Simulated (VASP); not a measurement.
A run of VASP 6.6.1:

File POSCAR:

```
YbC
1.0
   -0.1213890000      2.4606550000      2.4062020000
    2.5067310000     -0.0943710000      2.3791840000
    2.4705370000      2.3974430000     -0.0581770000
Yb C
1 1
Direct
    0.0475400000      0.9263700000      0.9987180000
    0.5053430000      0.4806120000      0.5415510000
```

File INCAR.step1:

```
PREC = Accurate
ENCUT = 520
ISMEAR = -5
SIGMA = 0.0157
LREAL = F
LASPH = T
NELM = 150
ISPIN = 2
MAGMOM = 1 0
LMAXMIX = 6
LDAU = T
LDAUTYPE = 2
LDAUL = 3 -1
LDAUU = 4.75 0
LDAUJ = 0 0
GGA = PE
ALGO = Normal
EDIFF = 1E-4
LWAVE = T
LCHARG = F
```

The input INCAR.step2:

```
PREC = Accurate
ENCUT = 520
EDIFF = 1E-7
ISMEAR = 1
SIGMA = 0.0157
LREAL = F
LASPH = T
NELM = 150
ALGO = Normal
ISIF = 2
LWAVE = F
LCHARG = F
ISPIN = 2
MAGMOM = 1 0
LORBIT = 11
LMAXMIX = 6
LDAU = T
LDAUTYPE = 2
LDAUL = 3 -1
LDAUU = 4.75 0
LDAUJ = 0 0
LDAUPRINT = 1
METAGGA = R2SCAN
LMIXTAU = T
ISTART = 1
```

File KPOINTS:

```
Automatic mesh
0
Gamma
  6 6 6
  0.5 0 0.5
```

Potentials or basis: VASP PAW PBE potentials, release 64 (Yb, C).

Launch:

```bash
$ cat potpaw_PBE.64/Yb/POTCAR potpaw_PBE.64/C/POTCAR > POTCAR
$ cp INCAR.step1 INCAR
$ mpirun -np 1 vasp_std > vasp.out
$ cp INCAR.step2 INCAR
$ mpirun -np 1 vasp_std > vasp.out
```

Hardware: 1 thread of Intel(R) Xeon(R) 6975P-C (Granite Rapids), with other jobs on the host.

Question: Estimate the wall time of this run.

Answer: It took 9.1 min on 1 thread of Intel(R) Xeon(R) 6975P-C (Granite Rapids), on a shared host, peak memory 0.29 GiB. Counts: k points 108.
